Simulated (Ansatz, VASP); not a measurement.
**One calculation of Fe, two programs**

File INCAR:

```
SYSTEM = Fe
  PREC = Accurate
  ENCUT = 520
  EDIFF = 1E-7
  ISMEAR = -1
  SIGMA = 0.05
  LREAL = .False.
  LASPH = .True.
  NELM = 150
  ALGO = Normal
  ISIF = 2
  LWAVE = .False.
  LCHARG = .True.
  ISPIN = 2
  MAGMOM = 2.267
  LORBIT = 11
  LMAXMIX = 4
  GGA = B5
  ALDAX = 1.0
  AGGAX = 1.0
  AGGAC = 1.0
  ALDAC = 0.0
  LELF = .True.
  LVHAR = .True.
  NBANDS = 14
```

KPOINTS

```
Automatic mesh
0
Gamma
  25 25 25
  0 0 0
```

The input POSCAR:

```
Fe
1.0
   -1.4374723438      1.4374723438      1.4374723438
    1.4374723438     -1.4374723438      1.4374723438
    1.4374723438      1.4374723438     -1.4374723438
Fe
1
Direct
    0.0000000000      0.0000000000      0.0000000000
```

Input for Ansatz:

```yaml
crystal:
  lattice:
    - [-1.4374723385, 1.4374723385, 1.4374723385]
    - [1.4374723385, -1.4374723385, 1.4374723385]
    - [1.4374723385, 1.4374723385, -1.4374723385]
  atoms:
    - { symbol: Fe, position: [0.0, 0.0, 0.0], spin: 2.267 }
hamiltonian:
  xc: blyp
  pseudopotentials:
    kind: paw
    azcp:
      Fe: "pseudopotentials/Fe.paw.azcp"
basis:
  ecutwfc: 420
  fft_grid_basis: typed
kpoints:
  mp_grid: { grid: [25, 25, 25], shift: [0, 0, 0] }
magnetization:
  spin_polarized: true
scf:
  occupations: { method: fermi_dirac, width: 0.05 }
output:
  stress: true
```

Alike in both runs: task single point; functional BLYP; k mesh 25 × 25 × 25; occupations fermi-dirac, width 0.05 eV; collinear spin.

```csv
,VASP,Ansatz
version,VASP 6.6.1,Ansatz 0.2.0
potentials or method,"VASP PAW PBE potentials, release 64 (Fe), cutoff 520 eV","plane waves (420 eV) with PAW, scalar-relativistic"
valence electrons in the cell,8,16
```

```tsv
	VASP	Ansatz	Ansatz less VASP
pressure (GPa)	0.2	-0.2	-0.36
net moment per atom (μB)	2.24	2.22	-0.014
size of the moment on the site where the two differ most (μB)	2.24	2.27	+0.031
```

VASP's potentials were made for PBE, not for BLYP. Site moments also hang on the region over which each program counts them. With one functional, cell and mesh, what is left measures potentials, basis and numerics. VASP's potentials hold 8 valence electrons a cell and Ansatz's 16, so a difference there can come from the potentials and not from the codes.
